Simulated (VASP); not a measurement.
# Pb (I4/mmm) in VASP: further runs

Pb is run at these levels: PBE; tasks: single point.

Everything below comes from runs of VASP 6.6.1. Logs are shortened: lines on timing, memory, paths and dates and some standing lists are left out, and cuts for length are marked.

## 1. The cell of the first run

It takes space group I4/mmm (No. 139, tetragonal). The conventional cell has a = 3.213 Å, b = 3.213 Å, c = 4.742 Å, α = 90.00°, β = 90.00°, γ = 90.00°. Pb (site symmetry 4/mmm) has 12 Pb at 3.21 to 3.28 Å within 4.2 Å.

## 2. Single point, PBE (strain -0.080 along x and y, -0.040 along z)

The input, INCAR:

```
PREC     = Accurate       # precision mode
ENCUT    = 520            # plane-wave cutoff, eV
EDIFF    = 1E-7           # SCF threshold, eV
ISMEAR   = 0              # smearing method
SIGMA    = 0.15           # smearing width, eV
LREAL    = False          # projectors in reciprocal space
LASPH    = True           # aspherical terms in the spheres
NELM     = 80             # most SCF steps
ALGO     = Normal         # electronic algorithm
ISIF     = 2              # what is computed and relaxed
LWAVE    = False          # write WAVECAR
LCHARG   = True           # write CHGCAR
GGA      = PE             # functional
LELF     = True           # ELF
LVHAR    = True         
NBANDS   = 13             # bands
```

The input, KPOINTS:

```
Automatic mesh
0
Gamma
  16 16 16
```

The input, POSCAR:

```
Pb
1.0
    0.0000000000      2.2722160000      2.3710080000
    2.2722160000      0.0000000000      2.3710080000
    2.2722160000      2.2722160000      0.0000000000
Pb
1
Direct
    0.0000000000      0.0000000000      0.0000000000
```

Potentials or basis: VASP PAW PBE potentials, release 64 (Pb_d).

Launch:

```console
> cat potpaw_PBE.64/Pb_d/POTCAR > POTCAR
> mpirun -np 1 vasp_std > vasp.out
```

OUTCAR:

```text
PREC = Accurate
   ENCUT = 520
   EDIFF = 1E-7
   ISMEAR = 0
   LREAL = False
   LASPH = True
   NELM = 80
   ISIF = 2
   GGA = PE

 ion  position               nearest neighbor table
   1  0.000  0.000  0.000-

  LATTYP: Found a body centered tetragonal cell.
 ALAT       =     3.2133986838
 C/A-ratio  =     1.4757011086

  Lattice vectors:

 A1 = (  -2.2722160000,   0.0000000000,   2.3710080000)
 A2 = (   2.2722160000,   0.0000000000,   2.3710080000)
 A3 = (   0.0000000000,   2.2722160000,  -2.3710080000)

Analysis of symmetry for initial positions (statically):
=====================================================================
 Subroutine PRICEL returns:
 Original cell was already a primitive cell.

 Routine SETGRP: Setting up the symmetry group for a
 body centered tetragonal supercell.

 Subroutine GETGRP returns: Found 16 space group operations
 (whereof 16 operations were pure point group operations)
 out of a pool of 16 trial point group operations.

The static configuration has the point symmetry D_4h.

Analysis of symmetry for dynamics (positions and initial velocities):
=====================================================================
 Subroutine PRICEL returns:
 Original cell was already a primitive cell.

 Routine SETGRP: Setting up the symmetry group for a
 body centered tetragonal supercell.

 Subroutine GETGRP returns: Found 16 space group operations
 (whereof 16 operations were pure point group operations)
 out of a pool of 16 trial point group operations.

The dynamic configuration has the point symmetry D_4h.

 Subroutine INISYM returns: Found 16 space group operations
 (whereof 16 operations are pure point group operations),
 and found     1 'primitive' translations

----------------------------------------------------------------------------------------

                                     Primitive cell

  volume of cell :      24.4829

  direct lattice vectors                    reciprocal lattice vectors
     0.000000000  2.272216000  2.371008000    -0.220049502  0.220049502  0.210880773
     2.272216000  0.000000000  2.371008000     0.220049502 -0.220049502  0.210880773
     2.272216000  2.272216000  0.000000000     0.220049502  0.220049502 -0.210880773

  length of vectors
     3.283998247  3.283998247  3.213398684     0.375917900  0.375917900  0.375917900

  position of ions in fractional coordinates (direct lattice)
     0.000000000  0.000000000  0.000000000

  ion indices of the primitive-cell ions
   primitive index   ion index
                 1           1

----------------------------------------------------------------------------------------

 KPOINTS: Automatic mesh

Automatic generation of k-mesh.
 Grid dimensions read from file:
 generate k-points for:   16   16   16

 Generating k-lattice:

  Cartesian coordinates                     Fractional coordinates (reciprocal lattice)
    -0.013753094  0.013753094  0.013180048     0.062500000 -0.000000000  0.000000000
     0.013753094 -0.013753094  0.013180048    -0.000000000  0.062500000  0.000000000
     0.013753094  0.013753094 -0.013180048     0.000000000  0.000000000  0.062500000

  Length of vectors
     0.023494869  0.023494869  0.023494869

  Shift w.r.t. Gamma in fractional coordinates (k-lattice)
     0.000000000  0.000000000  0.000000000

 Subroutine IBZKPT returns following result:
 ===========================================

 Found    349 irreducible k-points:

 Following reciprocal coordinates:
            Coordinates               Weight
  0.000000  0.000000  0.000000      1.000000
  0.062500 -0.000000  0.000000      8.000000
  0.125000 -0.000000  0.000000      8.000000
  0.187500  0.000000  0.000000      8.000000
  0.250000 -0.000000  0.000000      8.000000
  0.312500  0.000000  0.000000      8.000000
[... 16 lines left out ...]
 -0.125000  0.062500  0.000000      8.000000
 -0.062500  0.062500  0.000000      4.000000
 [... further k-points ...]
   k-points           NKPTS =    349   k-points in BZ     NKDIM =    349   number of bands    NBANDS=     13
   number of dos      NEDOS =    301   number of ions     NIONS =      1
   total plane-waves  NPLWV =  13824
   dimension x,y,z NGX =    24 NGY =   24 NGZ =   24
   dimension x,y,z NGXF=    48 NGYF=   48 NGZF=   48
   ions per type =               1
   NGX,Y,Z   is equivalent  to a cutoff of  12.15, 12.15, 12.42 a.u.
   NGXF,Y,Z  is equivalent  to a cutoff of  24.30, 24.30, 24.83 a.u.
 SYSTEM =  unknown system
   PREC   = accura    normal or accurate (medium, high low for compatibility)
   ISTART =      0    job   : 0-new  1-cont  2-samecut
   ICHARG =      2    charge: 1-file 2-atom 10-const
   ISPIN  =      1    spin polarized calculation?
   LNONCOLLINEAR =      F non collinear calculations
   LSORBIT =      F    spin-orbit coupling
   LASPH  =      T    aspherical Exc in radial PAW
   ENCUT  =  520.0 eV  38.22 Ry    6.18 a.u.   6.11  6.11  5.97*2*pi/ulx,y,z
   NELM   =     80;   NELMIN=  2; NELMDL= -5     # of ELM steps
   EDIFF  = 0.1E-06   stopping-criterion for ELM
   LREAL  =      F    real-space projection
   EDIFFG = 0.1E-05   stopping-criterion for IOM
   NSW    =      0    number of steps for IOM
   IBRION =     -1    ionic relax: 0-MD 1-quasi-New 2-CG
   NFREE  =      0    steps in history (QN), initial steepest desc. (CG)
   ISIF   =      2    stress and relaxation
   ISYM   =      2    0-nonsym 1-usesym 2-fastsym
   POTIM  = 0.5000    time-step for ionic-motion
   TEBEG  =    0.0;   TEEND  =   0.0 temperature during run
   PSTRESS=    0.0 pullay stress
   NELECT =      14.0000    total number of electrons
   NUPDOWN=      -1.0000    fix difference up-down
   EMIN   =  10.00;   EMAX   =-10.00  energy-range for DOS
   EFERMI =   0.00;   METHOD = LEGACY
   ISMEAR =     0;   SIGMA  =   0.15  broadening in eV -4-tet -1-fermi 0-gaus
   EFERMI_NEDOS =   21; number of points for ismear=-14 and -15
   IALGO  =     38    algorithm
   IMIX   =      4    mixing-type and parameters
     AMIX     =   0.40;   BMIX     =  1.00
     AMIX_MAG =   1.60;   BMIX_MAG =  1.00
  volume/ion in A,a.u.               =      24.48       165.22
  Fermi-wavevector in a.u.,A,eV,Ry     =   1.358825  2.567806 25.121859  1.846405
  Thomas-Fermi vector in A             =   2.485625
   LORBIT       =      0    0 simple, 1 ext, 2 COOP (PROOUT), +10 PAW based schemes
   GGA     = PE    functional components
   LHFCALC =     F    Hartree Fock is set to
   AEXX    =    0.0000 exact exchange contribution
   IVDW    =     0    specifies the selected vdW correction
   LEPSILON=     F    determine dielectric tensor
   LRPA    =     F    only Hartree local field effects (RPA)
 non-spin polarized calculation
 Gauss-broadening in eV      SIGMA  =   0.15
  energy-cutoff  :      520.00
  volume of cell :       24.48
 maximum number of plane-waves:       674
   NGX = 13   NGY = 13   NGZ = 11

 number of electron      13.9999997 magnetization

 Free energy of the ion-electron system (eV)
  ---------------------------------------------------
  ext. energy  EPLUGINS =         0.00000000
  ---------------------------------------------------
  free energy    TOTEN  =        -3.20010734 eV

  energy without entropy =       -3.19552520  energy(sigma->0) =       -3.19781627

 E-fermi :  10.1041     XC(G=0): -11.2574

 val. band max:       10.0976319594   @ k =   0.4375   0.1250   0.3125
 cond. band min:      10.1081802333   @ k =  -0.3125   0.0000   0.2500
 fundamental gap:      0.0105482739
 Fermi energy:        10.1041148273

 k-point     1 :       0.0000    0.0000    0.0000
  band No.  band energies     occupation
      1      -7.4399      2.00000
      2      -7.3421      2.00000
      3      -7.3421      2.00000
      4      -7.1550      2.00000
      5      -7.0696      2.00000
      6      -3.4633      2.00000
      7      19.1020      0.00000
      8      19.1020      0.00000
      9      19.2341      0.00000
     10      19.7624      0.00000
     11      24.0395      0.00000
     12      24.1992      0.00000
     13      24.2162      0.00000

 k-point     2 :       0.0625   -0.0000    0.0000
  band No.  band energies     occupation
      1      -7.4318      2.00000
      2      -7.3410      2.00000
      3      -7.3322      2.00000
      4      -7.1548      2.00000
      5      -7.0725      2.00000
      6      -3.3702      2.00000
      7      17.9735      0.00000
      8      19.0174      0.00000
      9      19.0540      0.00000
     10      19.7208      0.00000
     11      24.0388      0.00000
     12      24.3404      0.00000
     13      24.3634      0.00000

 k-point     3 :       0.1250   -0.0000    0.0000
  band No.  band energies     occupation
      1      -7.4159      2.00000
      2      -7.3378      2.00000
      3      -7.3070      2.00000
      4      -7.1483      2.00000
      5      -7.0772      2.00000
      6      -3.0886      2.00000
      7      15.7514      0.00000
      8      18.6768      0.00000
      9      18.7890      0.00000
     10      19.7199      0.00000
     11      23.4856      0.00000
     12      24.4687      0.00000
     13      24.8060      0.00000
[... 305 lines left out ...]
 k-point    23 :      -0.1250    0.0625    0.0000
  band No.  band energies     occupation
      1      -7.3816      2.00000
      2      -7.3571      2.00000
      3      -7.2923      2.00000
      4      -7.1173      2.00000
      5      -7.1029      2.00000
      6      -2.8538      2.00000
      7      14.8637      0.00000
      8      16.8691      0.00000
      9      19.4187      0.00000
     10      20.2119      0.00000
     11      23.3718      0.00000
     12      24.4915      0.00000
     13      24.6794      0.00000

 k-point    24 :      -0.0625    0.0625    0.0000
  band No.  band energies     occupation
      1      -7.4006      2.00000
      2      -7.3551      2.00000
      3      -7.3200      2.00000
      4      -7.1411      2.00000
      5      -7.0878      2.00000
      6      -3.2074      2.00000
      7      16.9352      0.00000
      8      17.7347      0.00000
      9      19.3429      0.00000
     10      19.9431      0.00000
     11      23.8754      0.00000
     12      24.2529      0.00000
     13      24.8499      0.00000

 [... further k-points ...]

------------------------ aborting loop because EDIFF is reached ----------------------------------------

  FORCE on cell =-STRESS in cart. coord.  units (eV):
  Direction    XX          YY          ZZ          XY          YZ          ZX
  --------------------------------------------------------------------------------------
  -------------------------------------------------------------------------------------
  Total        3.1216330      3.1216330      3.0140785      0.0000000     -0.0000000      0.0000000
  in kB      204.2820372    204.2820372    197.2435924      0.0000000     -0.0000000      0.0000000
  external PRESSURE =     201.9358890 kB  Pullay stress =       0.0000000 kB

 VOLUME and BASIS-vectors are now :
 -----------------------------------------------------------------------------
  energy-cutoff  :      520.00
  volume of cell :       24.48
      direct lattice vectors                 reciprocal lattice vectors
     0.000000000  2.272216000  2.371008000    -0.220049502  0.220049502  0.210880773
     2.272216000  0.000000000  2.371008000     0.220049502 -0.220049502  0.210880773
     2.272216000  2.272216000  0.000000000     0.220049502  0.220049502 -0.210880773

 POSITION                                       TOTAL-FORCE (eV/Angst)
 -----------------------------------------------------------------------------------
      0.00000      0.00000      0.00000         0.000000      0.000000      0.000000
 -----------------------------------------------------------------------------------
    total drift:                               -0.000000      0.000000      0.000000

  FREE ENERGIE OF THE ION-ELECTRON SYSTEM (eV)
  ---------------------------------------------------
  free  energy   TOTEN  =        -3.2001073353 eV

  energy  without entropy=       -3.1955251986  energy(sigma->0) =       -3.19781627
```

Run time: 61 s. Hardware: 1 thread of Intel Xeon Platinum 8259CL at 2.50GHz (Skylake/Cascade Lake), shared host; peak memory 0.22 GiB.

Results:

```yaml
Free_energy: -3.2001 eV
Pressure: 20.2 GPa
Band_gap_on_the_k_mesh: zero (bands 7 and 8 overlap by 11.46 eV)
```

Caveat: the cell differs from its parent crystal (strain -0.080 along x and y, -0.040 along z); the cell stands under pressure; spin-orbit coupling is left out, which moves the levels of the heavy elements.

## 3. Single point, PBE (strain -0.040 along x and y, +0.000 along z)

The input, INCAR:

```
PREC = Accurate
ENCUT = 520
EDIFF = 1E-7
ISMEAR = 0
SIGMA = 0.15
LREAL = False
LASPH = True
NELM = 100
ALGO = Normal
ISIF = 2
LWAVE = False
LCHARG = True
GGA = PE
LELF = True
LVHAR = True
NBANDS = 13
```

KPOINTS is that of step 2.

The input, POSCAR:

```
Pb
1.0
    0.0000000000      2.3710080000      2.4698000000
    2.3710080000      0.0000000000      2.4698000000
    2.3710080000      2.3710080000      0.0000000000
Pb
1
Direct
    0.0000000000      0.0000000000      0.0000000000
```

Potentials or basis: VASP PAW PBE potentials, release 64 (Pb_d).

Launch:

```console
> cat potpaw_PBE.64/Pb_d/POTCAR > POTCAR
> mpirun -np 1 vasp_std > vasp.out
```

Wall time 2.1 min (1 thread of Intel Xeon Platinum 8259CL at 2.50GHz (Skylake/Cascade Lake), shared host); peak memory 0.25 GiB.

It converged, with:

```yaml
Free_energy: -3.4761 eV
Pressure: 7.8 GPa
Band_gap_on_the_k_mesh: zero (bands 7 and 8 overlap by 10.12 eV)
```

Stress tensor (GPa, compression positive):
```
8.13 0.00 0.00
0.00 8.13 0.00
0.00 0.00 7.22
```

Levels at points of the mesh, in eV from the Fermi level:
| k point | band 3 | band 4 | band 5 | band 6 | band 7 | band 8 | band 9 | band 10 | band 11 | band 12 |
| --- | --- | --- | --- | --- | --- | --- | --- | --- | --- | --- |
| (0.00, 0.00, 0.00) | -17.18 | -17.05 | -16.99 | -12.44 | 8.05 | 8.05 | 8.14 | 9.77 | 12.43 | 13.10 |
| (0.50, 0.00, 0.00) | -17.17 | -16.86 | -16.84 | -8.26 | -4.71 | 5.62 | 6.41 | 9.30 | 10.04 | 11.60 |
| (0.50, 0.50, 0.00) | -16.86 | -16.81 | -16.81 | -6.99 | -3.92 | 2.46 | 2.46 | 5.97 | 7.22 | 19.13 |
| (0.50, 0.00, 0.50) | -16.86 | -16.83 | -16.78 | -6.45 | -3.56 | 1.79 | 2.06 | 5.45 | 6.75 | 18.27 |

Caveat: the cell differs from its parent crystal (strain -0.040 along x and y, +0.000 along z); the cell stands under pressure; spin-orbit coupling is left out, which moves the levels of the heavy elements.

The gap in the log of VASP goes by the Fermi energy; the results here count the filled bands.